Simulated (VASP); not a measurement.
Runs of VASP 6.6.1 on CsH. The structure is that of space group Fm-3m (No. 225), or close to it. The cells are those of the table. 

```tsv
task	cell	gap on the mesh (eV)	pressure (GPa)
relaxation of cell and atoms	relaxed from a = 4.509 Å, angles 60.0°, 2 atoms	1.75	-0.1
single point	a = 3.394 Å, angles 60.0°, 2 atoms	none	32.4
relaxation of cell and atoms	relaxed to 15 GPa from a = 4.509 Å, angles 60.0°, 2 atoms	(a)	15.1
single point	a = 3.273 Å, angles 60.0°, 2 atoms	none	(b)
relaxation of cell and atoms	relaxed to 45 GPa from a = 4.509 Å, angles 60.0°, 2 atoms	none	44.7
single point	a = 4.316 Å, angles 60.0°, 2 atoms	1.72	0.0
relaxation of cell and atoms	relaxed to 30 GPa from a = 4.509 Å, angles 60.0°, 2 atoms	none	30.0
single point	a = 3.641 Å, angles 60.0°, 2 atoms	0.40	16.1
```

Alike in all rows: level LDA; potentials or basis VASP PAW LDA potentials, release 64 (Cs_sv, H); no spin polarisation; k mesh 4 × 4 × 4; cutoff (eV) 500; smearing methfessel-paxton 0.02 eV.

Problem. Estimate the missing entries.

Solution. (a) 0.50; (b) 49.0.

Caveats: all runs use coarse meshes; spin-orbit coupling is left out, which moves the levels of the heavy elements; the cell is relaxed towards a set pressure, so the run minimises the enthalpy, not the energy (at least some runs).

A k mesh can miss the band edges, and the runs leave out spin-orbit coupling on Cs.

A gap of «none» marks levels without a gap at the run's occupations.
